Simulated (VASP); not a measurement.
Input of a VASP 6.6.1 run:

INCAR

```
PREC = Accurate
ENCUT = 520
EDIFF = 1E-8
ISMEAR = -1
SIGMA = 0.05
LREAL = F
LASPH = T
NELM = 60
ALGO = Normal
ISIF = 2
LWAVE = F
LCHARG = F
GGA = PE
LEFG = T
NBANDS = 11
```

The input KPOINTS:

```
Automatic mesh
0
Gamma
  13 13 13
```

The input POSCAR:

```
SiC
1.0
    0.0000000000      2.0160462829      2.0160462829
    2.0160462829      0.0000000000      2.0160462829
    2.0160462829      2.0160462829      0.0000000000
Si C
1 1
Direct
    0.0000000000      0.0000000000      0.0000000000
    0.5000000000      0.5000000000      0.5000000000
```

Potentials or basis: VASP PAW PBE potentials, release 64 (Si, C).

Run with:

```sh
$ cat potpaw_PBE.64/Si/POTCAR potpaw_PBE.64/C/POTCAR > POTCAR
$ mpirun -np 1 vasp_std > vasp.out
```

**Question.** Predict the pressure.

**Answer.** 5.2 GPa.

**Question.** What does it give for the band gap on the k mesh?

**Answer.** Zero (band 4 reaches 12.66 eV, above the bottom of band 5 at 11.81 eV).

Caveat: without QUAD_EFG the Cq values of the log hold for a quadrupole moment of 1 mb, not for the nuclei.
